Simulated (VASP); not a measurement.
# W (R-3m) in VASP: single point with r2SCAN

Aim: the single point of W with r2SCAN.

Program: VASP 6.6.1. These are calculated values, not measurements. Logs are shortened: lines on timing, memory, paths and dates and some standing lists are left out, and cuts for length are marked.

## Step 1: The cell of the first run

It takes space group R-3m (No. 166, trigonal). Conventional cell: a = 3.785 Å, b = 3.785 Å, c = 3.941 Å, α = 90.00°, β = 90.00°, γ = 120.00°. W (site symmetry -3m) has 12 W at 2.55 to 3.42 Å within 3.5 Å.

## Step 2: Single point, r2SCAN

Input file POSCAR:

```
W
1.0
   -1.0260694704      1.6506334959      1.6506334959
    1.6506334959     -1.0260694704      1.6506334959
    1.6506334959      1.6506334959     -1.0260694704
W
1
Direct
    0.0000000000      0.0000000000      0.0000000000
```

Input file INCAR.step1:

```
PREC = Accurate ; ENCUT = 520
ISMEAR = 0 ; SIGMA = 0.15
LREAL = False ; LASPH = True
NELM = 80 ; NBANDS = 13
GGA = PE ; ALGO = Normal
EDIFF = 1E-4 ; LWAVE = True
LCHARG = False
```

Input file INCAR.step2:

```
PREC = Accurate ; ENCUT = 520
EDIFF = 1E-6 ; ISMEAR = 0
SIGMA = 0.15 ; LREAL = False
LASPH = True ; NELM = 80
ALGO = Normal ; ISIF = 2
LWAVE = False ; LCHARG = False
METAGGA = R2SCAN ; LMIXTAU = True
NBANDS = 13 ; ISTART = 1
```

Input file KPOINTS:

```
Automatic mesh
0
Gamma
  24 24 24
```

Potentials or basis: VASP PAW PBE potentials, release 64 (W_sv).

On the command line:

```console
$ cat potpaw_PBE.64/W_sv/POTCAR > POTCAR
$ cp INCAR.step1 INCAR
$ mpirun -np 1 vasp_std > vasp.out
$ cp INCAR.step2 INCAR
$ mpirun -np 1 vasp_std > vasp.out
```

OUTCAR:

```text
PREC = Accurate
   ENCUT = 520
   EDIFF = 1E-6
   ISMEAR = 0
   LREAL = False
   LASPH = True
   NELM = 80
   ISIF = 2
   METAGGA = R2SCAN
   ISTART = 1

 ion  position               nearest neighbor table
   1  0.000  0.000  0.000-

  LATTYP: Found a trigonal (rhomboedric) cell.
 ALAT       =     2.5499020439
 COS(alpha) =    -0.1019283746

  Lattice vectors:

 A1 = (  -1.0260694704,   1.6506334959,   1.6506334959)
 A2 = (   1.6506334959,  -1.0260694704,   1.6506334959)
 A3 = (   1.6506334959,   1.6506334959,  -1.0260694704)

Analysis of symmetry for initial positions (statically):
=====================================================================
 Subroutine PRICEL returns:
 Original cell was already a primitive cell.

 Routine SETGRP: Setting up the symmetry group for a
 trigonal (rhombohedral) supercell.

 Subroutine GETGRP returns: Found 12 space group operations
 (whereof 12 operations were pure point group operations)
 out of a pool of 12 trial point group operations.

The static configuration has the point symmetry D_3d.

Analysis of symmetry for dynamics (positions and initial velocities):
=====================================================================
 Subroutine PRICEL returns:
 Original cell was already a primitive cell.

 Routine SETGRP: Setting up the symmetry group for a
 trigonal (rhombohedral) supercell.

 Subroutine GETGRP returns: Found 12 space group operations
 (whereof 12 operations were pure point group operations)
 out of a pool of 12 trial point group operations.

The dynamic configuration has the point symmetry D_3d.

 Subroutine INISYM returns: Found 12 space group operations
 (whereof 12 operations are pure point group operations),
 and found     1 'primitive' translations

----------------------------------------------------------------------------------------

                                     Primitive cell

  volume of cell :      16.3012

  direct lattice vectors                    reciprocal lattice vectors
    -1.026069470  1.650633496  1.650633496    -0.102555198  0.271038739  0.271038739
     1.650633496 -1.026069470  1.650633496     0.271038739 -0.102555198  0.271038739
     1.650633496  1.650633496 -1.026069470     0.271038739  0.271038739 -0.102555198

  length of vectors
     2.549902044  2.549902044  2.549902044     0.396789068  0.396789068  0.396789068

  position of ions in fractional coordinates (direct lattice)
     0.000000000  0.000000000  0.000000000

  ion indices of the primitive-cell ions
   primitive index   ion index
                 1           1

----------------------------------------------------------------------------------------

 KPOINTS: Automatic mesh

Automatic generation of k-mesh.
 Grid dimensions read from file:
 generate k-points for:   24   24   24

 Generating k-lattice:

  Cartesian coordinates                     Fractional coordinates (reciprocal lattice)
    -0.004273133  0.011293281  0.011293281     0.041666667 -0.000000000 -0.000000000
     0.011293281 -0.004273133  0.011293281    -0.000000000  0.041666667 -0.000000000
     0.011293281  0.011293281 -0.004273133    -0.000000000 -0.000000000  0.041666667

  Length of vectors
     0.016532878  0.016532878  0.016532878

  Shift w.r.t. Gamma in fractional coordinates (k-lattice)
     0.000000000  0.000000000  0.000000000

 Subroutine IBZKPT returns following result:
 ===========================================

 Found   1313 irreducible k-points:

 Following reciprocal coordinates:
            Coordinates               Weight
  0.000000  0.000000  0.000000      1.000000
  0.041667  0.000000  0.000000      6.000000
  0.083333  0.000000  0.000000      6.000000
  0.125000  0.000000  0.000000      6.000000
  0.166667  0.000000  0.000000      6.000000
  0.208333  0.000000  0.000000      6.000000
[... 16 lines left out ...]
  0.416667  0.041667  0.000000     12.000000
  0.458333  0.041667  0.000000     12.000000
 [... further k-points ...]
   k-points           NKPTS =   1313   k-points in BZ     NKDIM =   1313   number of bands    NBANDS=     13
   number of dos      NEDOS =    301   number of ions     NIONS =      1
   total plane-waves  NPLWV =   8000
   dimension x,y,z NGX =    20 NGY =   20 NGZ =   20
   dimension x,y,z NGXF=    40 NGYF=   40 NGZF=   40
   ions per type =               1
   NGX,Y,Z   is equivalent  to a cutoff of  13.04, 13.04, 13.04 a.u.
   NGXF,Y,Z  is equivalent  to a cutoff of  26.08, 26.08, 26.08 a.u.
 SYSTEM =  unknown system
   PREC   = accura    normal or accurate (medium, high low for compatibility)
   ISTART =      1    job   : 0-new  1-cont  2-samecut
   ICHARG =      0    charge: 1-file 2-atom 10-const
   ISPIN  =      1    spin polarized calculation?
   LNONCOLLINEAR =      F non collinear calculations
   LSORBIT =      F    spin-orbit coupling
   LASPH  =      T    aspherical Exc in radial PAW
   ENCUT  =  520.0 eV  38.22 Ry    6.18 a.u.   4.74  4.74  4.74*2*pi/ulx,y,z
   NELM   =     80;   NELMIN=  2; NELMDL=  0     # of ELM steps
   EDIFF  = 0.1E-05   stopping-criterion for ELM
   LREAL  =      F    real-space projection
   EDIFFG = 0.1E-04   stopping-criterion for IOM
   NSW    =      0    number of steps for IOM
   IBRION =     -1    ionic relax: 0-MD 1-quasi-New 2-CG
   NFREE  =      0    steps in history (QN), initial steepest desc. (CG)
   ISIF   =      2    stress and relaxation
   ISYM   =      2    0-nonsym 1-usesym 2-fastsym
   POTIM  = 0.5000    time-step for ionic-motion
   TEBEG  =    0.0;   TEEND  =   0.0 temperature during run
   PSTRESS=    0.0 pullay stress
   NELECT =      14.0000    total number of electrons
   NUPDOWN=      -1.0000    fix difference up-down
   EMIN   =  10.00;   EMAX   =-10.00  energy-range for DOS
   EFERMI =   0.00;   METHOD = LEGACY
   ISMEAR =     0;   SIGMA  =   0.15  broadening in eV -4-tet -1-fermi 0-gaus
   EFERMI_NEDOS =   21; number of points for ismear=-14 and -15
   IALGO  =     38    algorithm
   IMIX   =      4    mixing-type and parameters
     AMIX     =   0.40;   BMIX     =  1.00
     AMIX_MAG =   1.60;   BMIX_MAG =  1.00
  volume/ion in A,a.u.               =      16.30       110.01
  Fermi-wavevector in a.u.,A,eV,Ry     =   1.556125  2.940649 32.946829  2.421524
  Thomas-Fermi vector in A             =   2.659966
   LORBIT       =      0    0 simple, 1 ext, 2 COOP (PROOUT), +10 PAW based schemes
   METAGGA = R2SCAN    functional components
   LHFCALC =     F    Hartree Fock is set to
   AEXX    =    0.0000 exact exchange contribution
   IVDW    =     0    specifies the selected vdW correction
   LEPSILON=     F    determine dielectric tensor
   LRPA    =     F    only Hartree local field effects (RPA)
 non-spin polarized calculation
 Gauss-broadening in eV      SIGMA  =   0.15
  energy-cutoff  :      520.00
  volume of cell :       16.30
 maximum number of plane-waves:       450
   NGX =  9   NGY =  9   NGZ =  9

 number of electron      13.9999996 magnetization

 Free energy of the ion-electron system (eV)
  ---------------------------------------------------
  ext. energy  EPLUGINS =         0.00000000
  ---------------------------------------------------
  free energy    TOTEN  =       -49.88721656 eV

  energy without entropy =      -49.87947440  energy(sigma->0) =      -49.88334548

 E-fermi :  10.9349     XC(G=0): -14.5863

 val. band max:       10.9322806086   @ k =  -0.3750   0.2917  -0.0000
 cond. band min:      10.9377922302   @ k =  -0.2500   0.2500   0.2083
 fundamental gap:      0.0055116217
 Fermi energy:        10.9348693811

 k-point     1 :       0.0000    0.0000    0.0000
  band No.  band energies     occupation
      1     -65.1498      2.00000
      2     -28.0663      2.00000
      3     -27.7990      2.00000
      4     -27.7990      2.00000
      5       1.1801      2.00000
      6       5.7781      2.00000
      7       5.7781      2.00000
      8      15.7261      0.00000
      9      16.3644      0.00000
     10      16.3644      0.00000
     11      26.2506      0.00000
     12      26.2506      0.00000
     13      30.1164      0.00000

 k-point     2 :       0.0417    0.0000    0.0000
  band No.  band energies     occupation
      1     -65.1470      2.00000
      2     -28.0756      2.00000
      3     -27.8218      2.00000
      4     -27.7965      2.00000
      5       1.2491      2.00000
      6       5.7939      2.00000
      7       5.8483      2.00000
      8      15.6532      0.00000
      9      16.2593      0.00000
     10      16.3318      0.00000
     11      26.2387      0.00000
     12      26.3723      0.00000
     13      29.8876      0.00000

 k-point     3 :       0.0833    0.0000    0.0000
  band No.  band energies     occupation
      1     -65.1389      2.00000
      2     -28.1179      2.00000
      3     -27.8731      2.00000
      4     -27.7891      2.00000
      5       1.4491      2.00000
      6       5.8402      2.00000
      7       6.0581      2.00000
      8      15.4117      0.00000
      9      15.9666      0.00000
     10      16.2843      0.00000
     11      26.0256      0.00000
     12      26.7130      0.00000
     13      29.6180      0.00000
[... 305 lines left out ...]
 k-point    23 :       0.4167    0.0417    0.0000
  band No.  band energies     occupation
      1     -64.9947      2.00000
      2     -29.6103      2.00000
      3     -27.8538      2.00000
      4     -27.6745      2.00000
      5       4.8060      2.00000
      6       6.6707      2.00000
      7       9.8177      2.00000
      8      12.3997      0.00000
      9      12.9287      0.00000
     10      16.5177      0.00000
     11      21.4826      0.00000
     12      26.2010      0.00000
     13      31.3738      0.00000

 k-point    24 :       0.4583    0.0417    0.0000
  band No.  band energies     occupation
      1     -64.9866      2.00000
      2     -29.6925      2.00000
      3     -27.8455      2.00000
      4     -27.6663      2.00000
      5       5.0069      2.00000
      6       6.7182      2.00000
      7       9.8568      2.00000
      8      12.3051      0.00000
      9      12.8024      0.00000
     10      16.5447      0.00000
     11      21.8285      0.00000
     12      25.9548      0.00000
     13      31.0256      0.00000

 [... further k-points ...]
[... 5 lines left out ...]
  --------------------------------------------------------------------------------------
  -------------------------------------------------------------------------------------
  Total        2.5556748      2.5556748      2.5556748     -1.3271255     -1.3271255     -1.3271255
  in kB      251.1867430    251.1867430    251.1867430   -130.4376938   -130.4376938   -130.4376938
  external PRESSURE =     251.1867430 kB  Pullay stress =       0.0000000 kB

 VOLUME and BASIS-vectors are now :
 -----------------------------------------------------------------------------
  energy-cutoff  :      520.00
  volume of cell :       16.30
      direct lattice vectors                 reciprocal lattice vectors
    -1.026069470  1.650633496  1.650633496    -0.102555198  0.271038739  0.271038739
     1.650633496 -1.026069470  1.650633496     0.271038739 -0.102555198  0.271038739
     1.650633496  1.650633496 -1.026069470     0.271038739  0.271038739 -0.102555198

 POSITION                                       TOTAL-FORCE (eV/Angst)
 -----------------------------------------------------------------------------------
      0.00000      0.00000      0.00000         0.000000      0.000000     -0.000000
 -----------------------------------------------------------------------------------
    total drift:                               -0.000000     -0.000000     -0.000000

  FREE ENERGIE OF THE ION-ELECTRON SYSTEM (eV)
  ---------------------------------------------------
  free  energy   TOTEN  =       -49.8872165640 eV

  energy  without entropy=      -49.8794744015  energy(sigma->0) =      -49.88334548
```

Wall time 9 min (1 thread of AMD EPYC 7R13 (Zen 3), shared host); peak memory 0.32 GiB.

What came out:

```yaml
Free_energy: -49.8872 eV
Pressure: 25.1 GPa
Band_gap_on_the_k_mesh: zero (bands 7 and 8 overlap by 3.30 eV)
```

Levels at points of the mesh, in eV from the Fermi level:
| k point | band 3 | band 4 | band 5 | band 6 | band 7 | band 8 | band 9 | band 10 | band 11 | band 12 |
| --- | --- | --- | --- | --- | --- | --- | --- | --- | --- | --- |
| (0.00, 0.00, 0.00) | -38.73 | -38.73 | -9.75 | -5.16 | -5.16 | 4.79 | 5.43 | 5.43 | 15.32 | 15.32 |
| (0.50, 0.00, 0.00) | -38.76 | -38.58 | -5.94 | -4.25 | -0.93 | 1.30 | 1.71 | 5.71 | 11.04 | 14.86 |
| (0.50, 0.50, 0.00) | -40.26 | -38.53 | -6.74 | -3.70 | 1.81 | 2.51 | 4.15 | 6.94 | 8.45 | 15.62 |
| (0.50, 0.50, 0.50) | -40.25 | -39.94 | -5.35 | -5.35 | -3.23 | 7.30 | 8.66 | 8.66 | 12.14 | 12.14 |

Caveat: the cell stands under pressure; the PAW data sets were made with another functional, which shifts forces and pressure a little; spin-orbit coupling is left out, which moves the levels of the heavy elements.
